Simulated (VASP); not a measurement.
Crystal: K2S.

```
S K
1.0
     0.00000    3.70276    3.70276
     3.70276    0.00000    3.70276
     3.70276    3.70276    0.00000
S K
1 2
Direct
  0.00000 0.00000 0.00000
  0.25000 0.25000 0.25000
  0.75000 0.75000 0.75000
```

Base run:

| Quantity | Value |
| --- | --- |
| Program | VASP 6.6.1 |
| Functional | PBE |
| Potentials or basis | VASP PAW PBE potentials, release 64 (S, K_sv) |
| Cutoff | 500 eV |
| k mesh | 4 × 4 × 4 |
| Occupations | gaussian, width 0.01 eV |
| Spin | no spin polarisation |

Its results: band gap on the k mesh 2.38 eV (least direct gap 2.57 eV); pressure 0.5 GPa.

**Question.** After a change of settings the same cell gave: band gap on the k mesh 4.02 eV (least direct gap 4.20 eV); pressure 0.1 GPa. Which change was it?
A. functional from PBE to r2SCAN; cutoff from 500 eV to 550 eV
B. functional from PBE to PBE0; cutoff from 500 eV to 400 eV
C. functional from PBE to HSE06; cutoff from 500 eV to 400 eV
D. k mesh from 4 × 4 × 4 to 6 × 6 × 6

**Answer.** B.

Caveats: the PAW data sets were made with another functional, which shifts forces and pressure a little (at least some runs).
